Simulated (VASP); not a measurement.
# LiH (P6_3/mmc) in VASP: settings compared, part 2 of 2

VASP 6.6.1.

## 5. Single point, HSE06

POSCAR reads:

```
LiH
1.0
    3.2548234129      0.0000000001      0.0000000000
   -1.6274117065      2.8187597604      0.0000000000
    0.0000000000      0.0000000000      4.0690682529
Li H
2 2
Direct
    0.3333333333      0.6666666667      0.2500000000
    0.6666666667      0.3333333333      0.7500000000
    0.6666666667      0.3333333333      0.2500000000
    0.3333333333      0.6666666667      0.7500000000
```

INCAR.step1 reads:

```
SYSTEM = LiH
PREC     = Accurate       ! precision mode
ENCUT    = 520            ! plane-wave cutoff, eV
EDIFF    = 1E-5           ! SCF threshold, eV
ISMEAR   = 0              ! smearing method
SIGMA    = 0.01           ! smearing width, eV
LREAL    = .False.        ! projectors in reciprocal space
LASPH    = .True.         ! aspherical terms in the spheres
NELM     = 60             ! most SCF steps
ALGO     = Normal         ! electronic algorithm
ISIF     = 2              ! what is computed and relaxed
LWAVE    = .True.         ! write WAVECAR
GGA      = PE             ! functional
NBANDS   = 12             ! bands
```

INCAR.step2 reads:

```
SYSTEM = LiH
PREC     = Accurate       ! precision mode
ENCUT    = 520            ! plane-wave cutoff, eV
EDIFF    = 1E-6           ! SCF threshold, eV
ISMEAR   = 0              ! smearing method
SIGMA    = 0.01           ! smearing width, eV
LREAL    = .False.        ! projectors in reciprocal space
LASPH    = .True.         ! aspherical terms in the spheres
NELM     = 60             ! most SCF steps
ALGO     = Normal         ! electronic algorithm
ISIF     = 2              ! what is computed and relaxed
LWAVE    = .False.        ! write WAVECAR
LCHARG   = .True.         ! write CHGCAR
GGA      = PE             ! functional
LHFCALC  = .True.         ! exact exchange
HFSCREEN = 0.2079         ! screening, 1/A
PRECFOCK = Normal       
LELF     = .True.         ! ELF
LVHAR    = .True.       
ISTART   = 1            
NBANDS   = 12             ! bands
```

KPOINTS reads:

```
regular mesh
0
Gamma
  6 6 4
  0 0 0
```

Started as:

```console
> cat potpaw_PBE.64/Li_sv/POTCAR potpaw_PBE.64/H/POTCAR > POTCAR
> cp INCAR.step1 INCAR
> mpirun -np 1 vasp_std > vasp.out
> cp INCAR.step2 INCAR
> mpirun -np 1 vasp_std > vasp.out
```

Run time: 3 min. Hardware: 1 thread of Intel Xeon 6975P-C (Granite Rapids), shared host; peak memory 0.24 GiB.

It converged, with:

```yaml
Free_energy: -13.4692 eV
Band_gap_on_the_k_mesh: 2.74 eV (least direct gap 4.05 eV)
```

Levels at points of the mesh, in eV from the valence-band top:
```csv
k point,band 2,band 3,band 4,band 5,band 6,band 7
"(0.00, 0.00, 0.00)",-47.57,-5.82,0.00,4.05,12.05,12.05
"(0.50, 0.00, 0.00)",-47.59,-3.09,-2.16,5.46,7.96,8.52
"(0.00, 0.00, 0.50)",-47.60,-4.10,-4.10,10.90,10.90,14.13
"(0.50, 0.00, 0.50)",-47.59,-2.64,-2.64,5.28,5.28,10.78
```

Caveat: the cutoff is under 1.25 times the usual one of these potentials, so pressure, stress and relaxed cells hold a basis-set (Pulay) error; the PAW data sets were made with another functional, which shifts forces and pressure a little.

## 6. Single point, PBE0

POSCAR is that of step 5.

INCAR.step1 reads:

```
SYSTEM = LiH
PREC = Accurate
ENCUT = 520
EDIFF = 1E-5
ISMEAR = 0
SIGMA = 0.01
LREAL = .FALSE.
LASPH = .TRUE.
NELM = 80
ALGO = Normal
ISIF = 2
LWAVE = .TRUE.
GGA = PE
NBANDS = 12
```

INCAR.step2 reads:

```
SYSTEM = LiH
PREC = Accurate
ENCUT = 520
EDIFF = 1E-6
ISMEAR = 0
SIGMA = 0.01
LREAL = .FALSE.
LASPH = .TRUE.
NELM = 80
ALGO = Normal
ISIF = 2
LWAVE = .FALSE.
LCHARG = .TRUE.
GGA = PE
LHFCALC = .TRUE.
AEXX = 0.25
PRECFOCK = Normal
LELF = .TRUE.
LVHAR = .TRUE.
ISTART = 1
NBANDS = 12
```

KPOINTS reads:

```
Automatic mesh
0
G
  6 6 4
  0 0 0
```

Potentials or basis: VASP PAW PBE potentials, release 64 (Li_sv, H).

Started as:

```console
> cat potpaw_PBE.64/Li_sv/POTCAR potpaw_PBE.64/H/POTCAR > POTCAR
> cp INCAR.step1 INCAR
> mpirun -np 1 vasp_std > vasp.out
> cp INCAR.step2 INCAR
> mpirun -np 1 vasp_std > vasp.out
```

It took 2.1 min on 1 thread of Intel Xeon 6975P-C (Granite Rapids), shared host; peak memory 0.15 GiB.

Results (log left out):

* Free energy: -14.1704 eV
* Band gap on the k mesh: 3.45 eV (least direct gap 4.79 eV)

Levels at points of the mesh, in eV from the valence-band top:
| k point | band 1 | band 2 | band 3 | band 4 | band 5 | band 6 | band 7 | band 8 |
| --- | --- | --- | --- | --- | --- | --- | --- | --- |
| (0.00, 0.00, 0.00) | -47.68 | -47.62 | -5.88 | 0.00 | 4.79 | 12.83 | 12.83 | 13.48 |
| (0.50, 0.00, 0.00) | -47.65 | -47.63 | -3.12 | -2.18 | 6.20 | 8.73 | 9.30 | 10.59 |
| (0.00, 0.00, 0.50) | -47.65 | -47.65 | -4.15 | -4.15 | 11.66 | 11.66 | 14.91 | 14.91 |
| (0.50, 0.00, 0.50) | -47.64 | -47.64 | -2.66 | -2.66 | 6.02 | 6.02 | 11.56 | 11.56 |

Caveat: the cutoff is under 1.25 times the usual one of these potentials, so pressure, stress and relaxed cells hold a basis-set (Pulay) error; the PAW data sets were made with another functional, which shifts forces and pressure a little.

## 7. Summary

```tsv
task	level	potentials or basis	cell	k mesh	cutoff (eV)	smearing	grid for exact exchange (PRECFOCK)	share of exact exchange	screening parameter	gap on the mesh (eV)	pressure (GPa)	relaxed volume (Å³/atom)
relaxation of cell and atoms	LDA	VASP PAW LDA potentials, release 64 (Li_sv, H)	relaxed from a = 3.253, b = 3.253, c = 4.072 Å, angles 90.0, 90.0, 120.0°, 4 atoms	12 × 12 × 6	600	fermi-dirac 0.02 eV	-	-	-	1.26	0.0	8.61
relaxation of cell and atoms	r2SCAN	VASP PAW PBE potentials, release 64 (Li_sv, H)	relaxed from a = 3.253, b = 3.253, c = 4.072 Å, angles 90.0, 90.0, 120.0°, 4 atoms	12 × 12 × 6	600	fermi-dirac 0.02 eV	-	-	-	2.25	0.0	9.21
single point	HSE06	VASP PAW PBE potentials, release 64 (Li_sv, H)	a = 3.244, b = 3.244, c = 4.053 Å, angles 90.0, 90.0, 120.0°, 4 atoms	6 × 6 × 4	520	fermi-dirac 0.02 eV	Normal	0.25	0.2079 1/Å	2.71	-	-
single point	HSE06	VASP PAW PBE potentials, release 64 (Li_sv, H)	a = 3.255, b = 3.255, c = 4.069 Å, angles 90.0, 90.0, 120.0°, 4 atoms	6 × 6 × 4	520	gaussian 0.01 eV	Normal	0.25	0.2079 1/Å	2.74	-	-
single point	PBE0	VASP PAW PBE potentials, release 64 (Li_sv, H)	a = 3.255, b = 3.255, c = 4.069 Å, angles 90.0, 90.0, 120.0°, 4 atoms	6 × 6 × 4	520	gaussian 0.01 eV	Normal	0.25	-	3.45	-	-
```

Alike in all rows: no spin polarisation.

Caveats: the cutoff is under 1.25 times the usual one of these potentials, so pressure, stress and relaxed cells hold a basis-set (Pulay) error; the PAW data sets were made with another functional, which shifts forces and pressure a little (at least some runs).

Absolute energies hang on the potentials; compare differences alone.
